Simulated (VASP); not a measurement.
# Bi (Pm-3m) in VASP: a series of runs

Runs on Bi. Level: PBEsol. Tasks: single point.

All numbers are computed with VASP 6.6.1; they aren't measurements. Logs are shortened: lines on timing, memory, paths and dates and some standing lists are left out, and cuts for length are marked.

## 1. The cell of the first run

It takes space group Pm-3m (No. 221, cubic). The conventional cell has a = 2.862 Å, b = 2.862 Å, c = 2.862 Å, α = 90.00°, β = 90.00°, γ = 90.00°. Bi (site symmetry m-3m) has 6 Bi at 2.86 Å within 3.8 Å.

## 2. Single point, PBEsol (volume scaled by 0.7)

Contents of INCAR:

```
ALGO = Normal
EDIFF = 1E-6
ENCUT = 520
GGA = PS
ISIF = 2
ISMEAR = -1
LASPH = T
LCHARG = F
LREAL = F
LWAVE = F
NBANDS = 14
NELM = 100
PREC = Accurate
SIGMA = 0.05
```

Contents of KPOINTS:

```
k-points
0
Gamma
  12 12 12
```

Contents of POSCAR:

```
Bi
1.0
    2.8623771697      0.0000000000      0.0000000000
    0.0000000000      2.8623771697      0.0000000000
    0.0000000000      0.0000000000      2.8623771697
Bi
1
Direct
    0.0000000000      0.0000000000      0.0000000000
```

Potentials or basis: VASP PAW PBE potentials, release 64 (Bi_d).

Started as:

```
$ cat potpaw_PBE.64/Bi_d/POTCAR > POTCAR
$ mpirun -np 1 vasp_std > vasp.out
```

OUTCAR:

```text
EDIFF = 1E-6
   ENCUT = 520
   GGA = PS
   ISIF = 2
   ISMEAR = -1
   LASPH = T
   LREAL = F
   NELM = 100
   PREC = Accurate

 ion  position               nearest neighbor table
   1  0.000  0.000  0.000-

  LATTYP: Found a simple cubic cell.
 ALAT       =     2.8623771697

  Lattice vectors:

 A1 = (   2.8623771697,   0.0000000000,   0.0000000000)
 A2 = (   0.0000000000,   2.8623771697,   0.0000000000)
 A3 = (   0.0000000000,   0.0000000000,   2.8623771697)

Analysis of symmetry for initial positions (statically):
=====================================================================
 Subroutine PRICEL returns:
 Original cell was already a primitive cell.

 Routine SETGRP: Setting up the symmetry group for a
 simple cubic supercell.

 Subroutine GETGRP returns: Found 48 space group operations
 (whereof 48 operations were pure point group operations)
 out of a pool of 48 trial point group operations.

The static configuration has the point symmetry O_h .

Analysis of symmetry for dynamics (positions and initial velocities):
=====================================================================
 Subroutine PRICEL returns:
 Original cell was already a primitive cell.

 Routine SETGRP: Setting up the symmetry group for a
 simple cubic supercell.

 Subroutine GETGRP returns: Found 48 space group operations
 (whereof 48 operations were pure point group operations)
 out of a pool of 48 trial point group operations.

The dynamic configuration has the point symmetry O_h .

 Subroutine INISYM returns: Found 48 space group operations
 (whereof 48 operations are pure point group operations),
 and found     1 'primitive' translations

----------------------------------------------------------------------------------------

                                     Primitive cell

  volume of cell :      23.4520

  direct lattice vectors                    reciprocal lattice vectors
     2.862377170  0.000000000  0.000000000     0.349359969  0.000000000  0.000000000
     0.000000000  2.862377170  0.000000000     0.000000000  0.349359969  0.000000000
     0.000000000  0.000000000  2.862377170     0.000000000  0.000000000  0.349359969

  length of vectors
     2.862377170  2.862377170  2.862377170     0.349359969  0.349359969  0.349359969

  position of ions in fractional coordinates (direct lattice)
     0.000000000  0.000000000  0.000000000

  ion indices of the primitive-cell ions
   primitive index   ion index
                 1           1

----------------------------------------------------------------------------------------

[... 75 lines left out ...]
   ISIF   =      2    stress and relaxation
   ISYM   =      2    0-nonsym 1-usesym 2-fastsym
   POTIM  = 0.5000    time-step for ionic-motion
   TEBEG  =    0.0;   TEEND  =   0.0 temperature during run
   PSTRESS=    0.0 pullay stress
   NELECT =      15.0000    total number of electrons
   NUPDOWN=      -1.0000    fix difference up-down
   EMIN   =  10.00;   EMAX   =-10.00  energy-range for DOS
   EFERMI =   0.00;   METHOD = LEGACY
   ISMEAR =    -1;   SIGMA  =   0.05  broadening in eV -4-tet -1-fermi 0-gaus
   EFERMI_NEDOS =   21; number of points for ismear=-14 and -15
   IALGO  =     38    algorithm
   IMIX   =      4    mixing-type and parameters
     AMIX     =   0.40;   BMIX     =  1.00
     AMIX_MAG =   1.60;   BMIX_MAG =  1.00
  volume/ion in A,a.u.               =      23.45       158.26
  Fermi-wavevector in a.u.,A,eV,Ry     =   1.410517  2.665491 27.069591  1.989559
  Thomas-Fermi vector in A             =   2.532463
   LORBIT       =      0    0 simple, 1 ext, 2 COOP (PROOUT), +10 PAW based schemes
   GGA     = PS    functional components
   LHFCALC =     F    Hartree Fock is set to
   AEXX    =    0.0000 exact exchange contribution
   IVDW    =     0    specifies the selected vdW correction
   LEPSILON=     F    determine dielectric tensor
   LRPA    =     F    only Hartree local field effects (RPA)
 non-spin polarized calculation
  energy-cutoff  :      520.00
  volume of cell :       23.45
 maximum number of plane-waves:       648
 NGX is ok and might be reduce to    24
   NGX = 11   NGY = 11   NGZ = 11

 number of electron      15.0000004 magnetization

 Free energy of the ion-electron system (eV)
  ---------------------------------------------------
  ext. energy  EPLUGINS =         0.00000000
  ---------------------------------------------------
  free energy    TOTEN  =        -3.30088546 eV

  energy without entropy =       -3.29615838  energy(sigma->0) =       -3.29852192

 E-fermi :  12.0869     XC(G=0): -11.7389

 val. band max:       12.0662979365   @ k =   0.4167   0.3333   0.3333
 cond. band min:      12.1193714676   @ k =   0.4167   0.2500   0.0833
 fundamental gap:      0.0530735311
 Fermi energy:        12.0868972108

 k-point     1 :       0.0000    0.0000    0.0000
  band No.  band energies     occupation
      1     -12.1557      2.00000
      2     -12.1557      2.00000
      3     -11.1123      2.00000
      4     -11.1123      2.00000
      5     -11.1123      2.00000
      6      -4.5859      2.00000
      7      15.8278      0.00000
      8      15.8278      0.00000
      9      15.8278      0.00000
     10      20.3271      0.00000
     11      21.0796      0.00000
     12      21.0796      0.00000
     13      30.0367      0.00000
     14      30.0367      0.00000
[... 377 lines left out ...]
      1     -11.8170      2.00000
      2     -11.6750      2.00000
      3     -11.3499      2.00000
      4     -11.2948      2.00000
      5     -11.0365      2.00000
      6       0.5609      2.00000
      7       6.7655      2.00000
      8       9.5267      2.00000
      9      15.8387      0.00000
     10      21.4532      0.00000
     11      23.2261      0.00000
     12      24.9146      0.00000
     13      27.2574      0.00000
     14      30.3739      0.00000

 [... further k-points ...]
[... 5 lines left out ...]
  --------------------------------------------------------------------------------------
  -------------------------------------------------------------------------------------
  Total        6.2937805      6.2937805      6.2937805     -0.0000000     -0.0000000      0.0000000
  in kB      429.9734100    429.9734100    429.9734100     -0.0000000     -0.0000000      0.0000000
  external PRESSURE =     429.9734100 kB  Pullay stress =       0.0000000 kB

 VOLUME and BASIS-vectors are now :
 -----------------------------------------------------------------------------
  energy-cutoff  :      520.00
  volume of cell :       23.45
      direct lattice vectors                 reciprocal lattice vectors
     2.862377170  0.000000000  0.000000000     0.349359969  0.000000000  0.000000000
     0.000000000  2.862377170  0.000000000     0.000000000  0.349359969  0.000000000
     0.000000000  0.000000000  2.862377170     0.000000000  0.000000000  0.349359969

 POSITION                                       TOTAL-FORCE (eV/Angst)
 -----------------------------------------------------------------------------------
      0.00000      0.00000      0.00000         0.000000      0.000000      0.000000
 -----------------------------------------------------------------------------------
    total drift:                                0.000000     -0.000000      0.000000

  FREE ENERGIE OF THE ION-ELECTRON SYSTEM (eV)
  ---------------------------------------------------
  free  energy   TOTEN  =        -3.3008854630 eV

  energy  without entropy=       -3.2961583842  energy(sigma->0) =       -3.29852192
```

Wall time 7.2 s (1 thread of Intel Xeon 6975P-C (Granite Rapids), shared host); peak memory 0.15 GiB.

What came out:

| Item | Value |
| --- | --- |
| Free energy | -3.3009 eV |
| Pressure | 43.0 GPa |

Caveat: the PAW data sets were made with another functional, which shifts forces and pressure a little; spin-orbit coupling is left out, which moves the levels of the heavy elements.

## 3. Single point, PBEsol (volume scaled by 0.8)

Contents of INCAR:

```
ALGO     = Normal         # electronic algorithm
EDIFF    = 1E-7           # SCF threshold, eV
ENCUT    = 520            # plane-wave cutoff, eV
GGA      = PS             # functional
ISIF     = 2              # what is computed and relaxed
ISMEAR   = -1             # smearing method
LASPH    = T              # aspherical terms in the spheres
LCHARG   = F              # write CHGCAR
LREAL    = F              # projectors in reciprocal space
LWAVE    = F              # write WAVECAR
NBANDS   = 14             # bands
NELM     = 100            # most SCF steps
PREC     = Accurate       # precision mode
SIGMA    = 0.05           # smearing width, eV
```

KPOINTS is that of step 2.

Contents of POSCAR:

```
Bi
1.0
    2.9926608918      0.0000000000      0.0000000000
    0.0000000000      2.9926608918      0.0000000000
    0.0000000000      0.0000000000      2.9926608918
Bi
1
Direct
    0.0000000000      0.0000000000      0.0000000000
```

Potentials or basis: VASP PAW PBE potentials, release 64 (Bi_d).

Started as:

```
$ cat potpaw_PBE.64/Bi_d/POTCAR > POTCAR
$ mpirun -np 1 vasp_std > vasp.out
```

OUTCAR:

```text
EDIFF = 1E-7
   ENCUT = 520
   GGA = PS
   ISIF = 2
   ISMEAR = -1
   LASPH = T
   LREAL = F
   NELM = 100
   PREC = Accurate

 ion  position               nearest neighbor table
   1  0.000  0.000  0.000-

  LATTYP: Found a simple cubic cell.
 ALAT       =     2.9926608918

  Lattice vectors:

 A1 = (   2.9926608918,   0.0000000000,   0.0000000000)
 A2 = (   0.0000000000,   2.9926608918,   0.0000000000)
 A3 = (   0.0000000000,   0.0000000000,   2.9926608918)

Analysis of symmetry for initial positions (statically):
=====================================================================
 Subroutine PRICEL returns:
 Original cell was already a primitive cell.

 Routine SETGRP: Setting up the symmetry group for a
 simple cubic supercell.

 Subroutine GETGRP returns: Found 48 space group operations
 (whereof 48 operations were pure point group operations)
 out of a pool of 48 trial point group operations.

The static configuration has the point symmetry O_h .

Analysis of symmetry for dynamics (positions and initial velocities):
=====================================================================
 Subroutine PRICEL returns:
 Original cell was already a primitive cell.

 Routine SETGRP: Setting up the symmetry group for a
 simple cubic supercell.

 Subroutine GETGRP returns: Found 48 space group operations
 (whereof 48 operations were pure point group operations)
 out of a pool of 48 trial point group operations.

The dynamic configuration has the point symmetry O_h .

 Subroutine INISYM returns: Found 48 space group operations
 (whereof 48 operations are pure point group operations),
 and found     1 'primitive' translations

----------------------------------------------------------------------------------------

                                     Primitive cell

  volume of cell :      26.8023

  direct lattice vectors                    reciprocal lattice vectors
     2.992660892  0.000000000  0.000000000     0.334150790  0.000000000  0.000000000
     0.000000000  2.992660892  0.000000000     0.000000000  0.334150790  0.000000000
[... 107 lines left out ...]
   LORBIT       =      0    0 simple, 1 ext, 2 COOP (PROOUT), +10 PAW based schemes
   GGA     = PS    functional components
   LHFCALC =     F    Hartree Fock is set to
   AEXX    =    0.0000 exact exchange contribution
   IVDW    =     0    specifies the selected vdW correction
   LEPSILON=     F    determine dielectric tensor
   LRPA    =     F    only Hartree local field effects (RPA)
 non-spin polarized calculation
  energy-cutoff  :      520.00
  volume of cell :       26.80
 maximum number of plane-waves:       739
 NGX is ok and might be reduce to    24
   NGX = 11   NGY = 11   NGZ = 11

 number of electron      15.0000003 magnetization

 Free energy of the ion-electron system (eV)
  ---------------------------------------------------
  ext. energy  EPLUGINS =         0.00000000
  ---------------------------------------------------
  free energy    TOTEN  =        -3.93331384 eV

  energy without entropy =       -3.92829103  energy(sigma->0) =       -3.93080244

 E-fermi :   9.8681     XC(G=0): -11.0460

 val. band max:        9.7869241808   @ k =   0.1667   0.0833   0.0000
 cond. band min:       9.8702537109   @ k =   0.4167   0.2500   0.0833
 fundamental gap:      0.0833295301
 Fermi energy:         9.8680551974

 k-point     1 :       0.0000    0.0000    0.0000
  band No.  band energies     occupation
      1     -13.7581      2.00000
      2     -13.7581      2.00000
      3     -13.0489      2.00000
      4     -13.0489      2.00000
      5     -13.0489      2.00000
      6      -5.3769      2.00000
      7      13.4333      0.00000
      8      13.4333      0.00000
      9      13.4333      0.00000
     10      17.3700      0.00000
     11      18.3754      0.00000
     12      18.3754      0.00000
     13      27.5246      0.00000
     14      27.5246      0.00000
[... 377 lines left out ...]
      1     -13.5156      2.00000
      2     -13.4159      2.00000
      3     -13.2080      2.00000
      4     -13.1711      2.00000
      5     -12.9822      2.00000
      6      -1.1001      2.00000
      7       5.3139      2.00000
      8       7.5937      2.00000
      9      13.8520      0.00000
     10      18.0163      0.00000
     11      20.8727      0.00000
     12      22.4983      0.00000
     13      24.4910      0.00000
     14      26.9703      0.00000

 [... further k-points ...]
[... 5 lines left out ...]
  --------------------------------------------------------------------------------------
  -------------------------------------------------------------------------------------
  Total        3.2914861      3.2914861      3.2914861     -0.0000000      0.0000000     -0.0000000
  in kB      196.7569495    196.7569495    196.7569495     -0.0000000      0.0000000     -0.0000000
  external PRESSURE =     196.7569495 kB  Pullay stress =       0.0000000 kB

 VOLUME and BASIS-vectors are now :
 -----------------------------------------------------------------------------
  energy-cutoff  :      520.00
  volume of cell :       26.80
      direct lattice vectors                 reciprocal lattice vectors
     2.992660892  0.000000000  0.000000000     0.334150790  0.000000000  0.000000000
     0.000000000  2.992660892  0.000000000     0.000000000  0.334150790  0.000000000
     0.000000000  0.000000000  2.992660892     0.000000000  0.000000000  0.334150790

 POSITION                                       TOTAL-FORCE (eV/Angst)
 -----------------------------------------------------------------------------------
      0.00000      0.00000      0.00000         0.000000      0.000000      0.000000
 -----------------------------------------------------------------------------------
    total drift:                                0.000000     -0.000000      0.000000

  FREE ENERGIE OF THE ION-ELECTRON SYSTEM (eV)
  ---------------------------------------------------
  free  energy   TOTEN  =        -3.9333138438 eV

  energy  without entropy=       -3.9282910338  energy(sigma->0) =       -3.93080244
```

stdout:

```text
POSCAR found type information on POSCAR Bi
 POSCAR found :  1 types and       1 ions
 scaLAPACK will be used
 -----------------------------------------------------------------------------
|                                                                             |
|                                                                             |
|     You enforced a specific xc type in the INCAR file but a different       |
|     I HOPE YOU KNOW WHAT YOU ARE DOING!                                     |
|                                                                             |
 -----------------------------------------------------------------------------

 LDA part: xc-table for (Slater+PW92), standard interpolation
 POSCAR, INCAR and KPOINTS ok, starting setup
 FFT: planning ... GRIDC
 FFT: planning ... GRID_SOFT
 FFT: planning ... GRID
 WAVECAR not read
 entering main loop
```

Run time: 7.7 s. Hardware: 1 thread of Intel Xeon 6975P-C (Granite Rapids), shared host; peak memory 0.15 GiB.

What came out:

```
Free energy : -3.9333 eV
Pressure    : 19.7 GPa
```

Caveat: the PAW data sets were made with another functional, which shifts forces and pressure a little; spin-orbit coupling is left out, which moves the levels of the heavy elements.
